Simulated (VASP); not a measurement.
Wanted: the native input for a VASP 6.6.1 run.

| Property | Result |
| --- | --- |
| Task | single point |
| Functional | LDA |
| Potentials or basis | VASP PAW LDA potentials, release 64 (Sb, Mn_pv) |
| Cutoff | 520 eV |
| k mesh | 7 × 7 × 5 |
| Occupations | fermi-dirac, width 0.05 eV |
| Spin | collinear spin, ferromagnetic start |
| Starting moments | [0.0, 0.0, 4.0, 4.0] μB |
| Hubbard terms | Mn d U = 4.5 eV |
| Dipole correction | no |
| Further INCAR settings | ALGO = Normal; EDIFF = 1e-06; NBANDS = 30 |

The structure of MnSb lies in POSCAR:

```
MnSb
1.0
    4.1500000000      0.0000000000      0.0000000000
   -2.0750000000      3.5940054257      0.0000000000
    0.0000000000      0.0000000000      5.7800000000
Sb Mn
2 2
Direct
    0.6666666667      0.3333333333      0.7500000000
    0.3333333333      0.6666666667      0.2500000000
    0.0000000000      0.0000000000      0.5000000000
    0.0000000000      0.0000000000      0.0000000000
```

The input as run:

INCAR

```
SYSTEM = MnSb
PREC = Accurate
ENCUT = 520
EDIFF = 1E-6
ISMEAR = -1
SIGMA = 0.05
LREAL = .FALSE.
LASPH = .TRUE.
NELM = 150
ALGO = Normal
ISIF = 2
LWAVE = .FALSE.
LCHARG = .TRUE.
ISPIN = 2
MAGMOM = 0 0 4 4
LORBIT = 11
LMAXMIX = 4
LDAU = .TRUE.
LDAUTYPE = 2
LDAUL = -1 2
LDAUU = 0 4.5
LDAUJ = 0 0
LDAUPRINT = 1
LELF = .TRUE.
LVHAR = .TRUE.
NBANDS = 30
```

KPOINTS

```
Automatic mesh
0
G
  7 7 5
  0 0 0
```

Potentials or basis: VASP PAW LDA potentials, release 64 (Sb, Mn_pv).

Command:

```console
$ cat potpaw_LDA.64/Sb/POTCAR potpaw_LDA.64/Mn_pv/POTCAR > POTCAR
$ mpirun -np 1 vasp_std > vasp.out
```

It gave:

```
Pressure                                              : 1.4 GPa
Net moment                                            : 8.05 μB per cell
Site moments                                          : Sb -0.18; Mn +4.16 μB
Valence electrons inside the program's atomic spheres : Sb 2.52; Mn 11.49
```

Caveat: only a ferromagnetic start was run, and an antiferromagnetic order may lie lower in energy; the U is typed as a test and isn't derived for this compound.

Run time: 3 min on 1 thread of Oxide Virtual Turin-like Processor (shared host), peak memory 0.21 GiB.
